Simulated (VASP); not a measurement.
# GdO (F-43m) in VASP: notebook, part 2 of 2

VASP 6.6.1. The steps go on from the part before.

## (4) Single point, PBE+D3(BJ)+U, collinear spin, ferromagnetic start (volume scaled by 1.02)

INCAR reads:

```
SYSTEM = GdO
ALGO = Normal
EDIFF = 1E-6
ENCUT = 520
GGA = PE
ISIF = 2
ISMEAR = 0
ISPIN = 2
IVDW = 12
LASPH = .TRUE.
LCHARG = .FALSE.
LDAU = .TRUE.
LDAUJ = 0 0
LDAUL = 3 -1
LDAUPRINT = 1
LDAUTYPE = 2
LDAUU = 6 0
LMAXMIX = 6
LORBIT = 11
LREAL = .FALSE.
LWAVE = .FALSE.
MAGMOM = 7.72 0.02
NBANDS = 23
NELM = 150
PREC = Accurate
SIGMA = 0.05
```

KPOINTS reads:

```
k-points
0
G
  8 8 8
  0 0 0
```

POSCAR reads:

```
GdO
1.0
    0.0000000000      2.6955445929      2.6955445929
    2.6955445929      0.0000000000      2.6955445929
    2.6955445929      2.6955445929      0.0000000000
Gd O
1 1
Direct
    0.0000000000      0.0000000000      0.0000000000
    0.2500000000      0.2500000000      0.2500000000
```

Potentials or basis: VASP PAW PBE potentials, release 64 (Gd, O).

Run with:

```
> cat potpaw_PBE.64/Gd/POTCAR potpaw_PBE.64/O/POTCAR > POTCAR
> mpirun -np 1 vasp_std > vasp.out
```

OUTCAR:

```text
SYSTEM = GdO
   EDIFF = 1E-6
   ENCUT = 520
   GGA = PE
   ISIF = 2
   ISMEAR = 0
   ISPIN = 2
   IVDW = 12
   LASPH = .TRUE.
   LORBIT = 11
   LREAL = .FALSE.
   NELM = 150
   PREC = Accurate
 IVDW          = 12

 ion  position               nearest neighbor table
   1  0.000  0.000  0.000-   2 2.33   2 2.33   2 2.33   2 2.33
   2  0.250  0.250  0.250-   1 2.33   1 2.33   1 2.33   1 2.33

  LATTYP: Found a face centered cubic cell.
 ALAT       =     5.3910891858

  Lattice vectors:

 A1 = (   0.0000000000,   2.6955445929,   2.6955445929)
 A2 = (   2.6955445929,   0.0000000000,   2.6955445929)
 A3 = (   2.6955445929,   2.6955445929,   0.0000000000)

Analysis of symmetry for initial positions (statically):
=====================================================================
 Subroutine PRICEL returns:
 Original cell was already a primitive cell.

 Routine SETGRP: Setting up the symmetry group for a
 face centered cubic supercell.

 Subroutine GETGRP returns: Found 24 space group operations
 (whereof 24 operations were pure point group operations)
 out of a pool of 48 trial point group operations.

The static configuration has the point symmetry T_d .

Analysis of symmetry for dynamics (positions and initial velocities):
=====================================================================
 Subroutine PRICEL returns:
 Original cell was already a primitive cell.

 Routine SETGRP: Setting up the symmetry group for a
 face centered cubic supercell.

 Subroutine GETGRP returns: Found 24 space group operations
 (whereof 24 operations were pure point group operations)
[... 196 lines left out ...]
  o =  0.9921  v =  0.6124  0.0000 -0.7906  0.0000  0.0003 -0.0002  0.0002  0.0000  0.0000  0.0000  0.0000  0.0000  0.0000  0.0000      0.0000  0.0000  0.0000  0.0000  0.0000  0.0000  0.0000  0.0000  0.0000  0.0000  0.0000  0.0000  0.0000  0.0000
  o =  0.9986  v = -0.0000  1.0000  0.0000 -0.0000 -0.0000  0.0000  0.0000  0.0000  0.0000  0.0000  0.0000  0.0000  0.0000  0.0000      0.0000  0.0000  0.0000  0.0000  0.0000  0.0000  0.0000  0.0000  0.0000  0.0000  0.0000  0.0000  0.0000  0.0000

 number of electron      23.9999991 magnetization       7.9414087

 Free energy of the ion-electron system (eV)
  ---------------------------------------------------
  ext. energy  EPLUGINS =         0.00000000
  ---------------------------------------------------
  free energy    TOTEN  =       -21.69434342 eV

  energy without entropy =      -21.69334655  energy(sigma->0) =      -21.69384498

 E-fermi :   4.1143     XC(G=0): -10.1085

 val. band max:        4.0932924517   @ k =   0.3750   0.1250   0.0000
 cond. band min:       4.1159759746   @ k =   0.3750   0.0000   0.0000
 fundamental gap:      0.0226835229
 Fermi energy:         4.1142572307

 spin component 1

 k-point     1 :       0.0000    0.0000    0.0000
  band No.  band energies     occupation
      1     -41.8075      1.00000
      2     -18.9926      1.00000
      3     -18.9926      1.00000
      4     -18.9926      1.00000
      5     -15.3282      1.00000
      6      -4.3777      1.00000
[... 1241 lines left out ...]
     22      13.2242      0.00000
     23      16.8675      0.00000

 [... further k-points ...]

------------------------ aborting loop because EDIFF is reached ----------------------------------------

 Edisp (eV)   -0.54907

 E8    (eV) :    -0.2620

  FORCE on cell =-STRESS in cart. coord.  units (eV):
  Direction    XX          YY          ZZ          XY          YZ          ZX
  --------------------------------------------------------------------------------------
  -------------------------------------------------------------------------------------
  Total      -0.47736    -0.47736    -0.47736     0.00000     0.00000     0.00000
  in kB     -19.52464   -19.52464   -19.52464     0.00000     0.00000     0.00000
  external pressure =      -19.52 kB  Pullay stress =        0.00 kB

 VOLUME and BASIS-vectors are now :
 -----------------------------------------------------------------------------
  energy-cutoff  :      520.00
  volume of cell :       39.17
      direct lattice vectors                 reciprocal lattice vectors
     0.000000000  2.695544593  2.695544593    -0.185491274  0.185491274  0.185491274
     2.695544593  0.000000000  2.695544593     0.185491274 -0.185491274  0.185491274
     2.695544593  2.695544593  0.000000000     0.185491274  0.185491274 -0.185491274

 POSITION                                       TOTAL-FORCE (eV/Angst)
 -----------------------------------------------------------------------------------
      0.00000      0.00000      0.00000        -0.000000     -0.000000     -0.000000
      1.34777      1.34777      1.34777         0.000000      0.000000      0.000000
 -----------------------------------------------------------------------------------
    total drift:                                0.000000      0.000000      0.000000

  FREE ENERGIE OF THE ION-ELECTRON SYSTEM (eV)
  ---------------------------------------------------
  free  energy   TOTEN  =       -22.2434094794 eV

  energy  without entropy=      -22.2424126049  energy(sigma->0) =      -22.24291104

 total charge

# of ion       s       p       d       f       tot
--------------------------------------------------
    1        2.034   5.643   0.515   6.973  15.165
    2        1.568   3.438   0.000   0.000   5.006
--------------------------------------------------
tot          3.602   9.081   0.515   6.973  20.171

 magnetization (x)

# of ion       s       p       d       f       tot
--------------------------------------------------
    1        0.006  -0.057   0.206   6.915   7.070
    2        0.005   0.003   0.000   0.000   0.008
--------------------------------------------------
tot          0.011  -0.053   0.206   6.915   7.079
```

Wall time 2.2 min (1 thread of AMD EPYC 7R13, shared host); peak memory 0.19 GiB.

What came out:

```yaml
Free_energy: -22.2434 eV
Pressure: -2.0 GPa
Net_moment: 7.94 μB per cell
Site_moments: Gd +7.07; O +0.01 μB
Valence_electrons_inside_the_program's_atomic_spheres: Gd 15.16; O 5.01
Dispersion_energy_per_atom: -0.275 eV
```

Eigenvalues of the final occupation matrices:
| site | spin | trace | eigenvalues |
| --- | --- | --- | --- |
| site 1 f | 1 | 6.95 | 0.99 0.99 0.99 0.99 0.99 0.99 1.00 |
| site 1 f | 2 | 0.03 | 0.00 0.00 0.00 0.00 0.00 0.00 0.01 |

Caveat: spin-orbit coupling is left out, which moves the levels of the heavy elements; a cell with one magnetic atom can't hold antiferromagnetic order, which such compounds often take; pairwise dispersion overbinds metals, which lowers pressure and volume.

## (5) Single point, BLYP+D3(BJ)+U, collinear spin, ferromagnetic start (volume scaled by 1.04)

INCAR reads:

```
PREC = Accurate ; ENCUT = 520
EDIFF = 1E-6 ; ISMEAR = 0
SIGMA = 0.05 ; LREAL = False
LASPH = True ; NELM = 150
ALGO = Normal ; ISIF = 2
LWAVE = False ; LCHARG = True
ISPIN = 2 ; MAGMOM = 7.73 0.04
LORBIT = 11 ; LMAXMIX = 6
LDAU = True ; LDAUTYPE = 2
LDAUL = 3 -1 ; LDAUU = 6 0
LDAUJ = 0 0 ; LDAUPRINT = 1
GGA = B5 ; ALDAX = 1.0
AGGAX = 1.0 ; AGGAC = 1.0
ALDAC = 0.0 ; IVDW = 12
VDW_S6 = 1.0 ; VDW_S8 = 2.6996
VDW_A1 = 0.4298 ; VDW_A2 = 4.2359
LELF = True ; LVHAR = True
NBANDS = 23
```

KPOINTS reads:

```
Automatic mesh
0
Gamma
  8 8 8
```

POSCAR reads:

```
GdO
1.0
    0.0000000000      2.7161475653      2.7161475653
    2.7161475653      0.0000000000      2.7161475653
    2.7161475653      2.7161475653      0.0000000000
Gd O
1 1
Direct
    0.0000000000      0.0000000000      0.0000000000
    0.2500000000      0.2500000000      0.2500000000
```

Run with:

```
> cat potpaw_PBE.64/Gd/POTCAR potpaw_PBE.64/O/POTCAR > POTCAR
> mpirun -np 1 vasp_std > vasp.out
```

It took 3.4 min on 1 thread of AMD EPYC 7R13, shared host; peak memory 0.2 GiB.

The run converged. Its results:

```
Free energy                                           : -21.8058 eV
Pressure                                              : -3.6 GPa
Net moment                                            : 7.90 μB per cell
Site moments                                          : Gd +7.08; O +0.02 μB
Valence electrons inside the program's atomic spheres : Gd 15.15; O 5.00
Dispersion energy per atom                            : -0.635 eV
```

Levels at points of the mesh, in eV from the Fermi level:
Spin up:
| k point | band 13 | band 14 | band 15 | band 16 | band 17 | band 18 | band 19 | band 20 |
| --- | --- | --- | --- | --- | --- | --- | --- | --- |
| (0.00, 0.00, 0.00) | -5.66 | -5.66 | -5.66 | -2.23 | 2.29 | 2.29 | 4.17 | 4.17 |
| (0.50, 0.00, 0.00) | -5.42 | -5.27 | -5.27 | 0.01 | 2.22 | 2.22 | 3.17 | 4.21 |
| (0.50, 0.50, 0.00) | -6.16 | -4.59 | -4.59 | -0.97 | 0.96 | 3.75 | 4.24 | 4.24 |
Spin down:
```tsv
k point	band 4	band 5	band 6	band 7	band 8	band 9	band 10	band 11	band 12	band 13
(0.00, 0.00, 0.00)	-20.98	-19.28	-5.55	-5.55	-5.55	-1.21	2.40	2.40	2.40	2.69
(0.50, 0.00, 0.00)	-21.07	-18.22	-5.16	-5.16	-5.15	1.11	2.16	2.31	2.31	2.61
(0.50, 0.50, 0.00)	-21.21	-17.92	-6.06	-4.48	-4.48	0.66	1.25	2.47	2.53	2.53
```

Eigenvalues of the final occupation matrices:
```csv
site,spin,trace,eigenvalues
site 1 f,1,6.95,0.99 0.99 0.99 0.99 0.99 0.99 1.00
site 1 f,2,0.03,0.00 0.00 0.00 0.00 0.00 0.00 0.01
```

Caveat: the PAW data sets were made with another functional, which shifts forces and pressure a little; spin-orbit coupling is left out, which moves the levels of the heavy elements; a cell with one magnetic atom can't hold antiferromagnetic order, which such compounds often take; pairwise dispersion overbinds metals, which lowers pressure and volume. The state reached can hang on the start; a lower one may exist.

## (6) The runs side by side

```csv
level,cell,gap on the mesh (eV),pressure (GPa),moment (μB)
PBE+D4+U,"a = 3.814 Å, angles 60.0°, 2 atoms",none,-1.9,7.94
PBE+D3(BJ)+U,"a = 3.818 Å, angles 60.0°, 2 atoms",none,-2.4,7.94
PBE+D3(BJ)+U,"a = 3.812 Å, angles 60.0°, 2 atoms",none,-2.0,7.94
BLYP+D3(BJ)+U,"a = 3.841 Å, angles 60.0°, 2 atoms",none,-3.6,7.90
```

Alike in all rows: task single point; potentials or basis VASP PAW PBE potentials, release 64 (Gd, O); spin collinear, ferromagnetic start; Gd f U = 6.0 eV; k mesh 8 × 8 × 8; cutoff (eV) 520; smearing gaussian 0.05 eV.

Caveats: spin-orbit coupling is left out, which moves the levels of the heavy elements; a cell with one magnetic atom can't hold antiferromagnetic order, which such compounds often take; pairwise dispersion overbinds metals, which lowers pressure and volume; the PAW data sets were made with another functional, which shifts forces and pressure a little (some runs).

Absolute energies hang on the potentials; compare differences alone.
